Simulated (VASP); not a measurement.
In3GeO2, 6 atoms in the cell. It takes space group P6mm (No. 183, hexagonal). Conventional cell: a = 4.941 Å, b = 4.941 Å, c = 5.718 Å, α = 90.00°, β = 90.00°, γ = 120.00°. Within 2.7 Å of In (site symmetry 3m) lie 1 O at 2.04 Å. Within 3.7 Å of In (site symmetry 6mm) lie 2 Ge at 2.68 to 3.04 Å and 6 O at 2.86 Å and 6 In at 3.62 Å. Within 3.5 Å of Ge (site symmetry 6mm) lie 8 In at 2.68 to 3.04 Å. Within 2.7 Å of O (site symmetry 3m) lie 1 In at 2.04 Å. The cell was built from a structure type or drawn by symmetry, and may not be a known phase.

```yaml
Program: VASP 6.6.1
Task: single point
Functional: PBE
Potentials_or_basis: VASP PAW PBE potentials, release 64 (In_d, Ge_d, O)
Cutoff: 520 eV
k_mesh: 6 × 6 × 4
Occupations: gaussian, width 0.1 eV
Spin: no spin polarisation
Dipole_correction: no
Further_INCAR_settings: ALGO = Normal; EDIFF = 1e-07; NBANDS = 42
```

Potentials or basis: VASP PAW PBE potentials, release 64 (In_d, Ge_d, O).

Run with:

```sh
$ cat potpaw_PBE.64/In_d/POTCAR potpaw_PBE.64/Ge_d/POTCAR potpaw_PBE.64/O/POTCAR > POTCAR
$ mpirun -np 1 vasp_std > vasp.out
```

Hardware: 1 thread of Intel(R) Xeon(R) Platinum 8259CL CPU @ 2.50GHz (Skylake/Cascade Lake) (shared host).

Estimate the wall time of this run.

It took 3 min on 1 thread of Intel(R) Xeon(R) Platinum 8259CL CPU @ 2.50GHz (Skylake/Cascade Lake), with other jobs on the host, peak memory 0.31 GiB. Counts: scf iterations 20, k points 21.
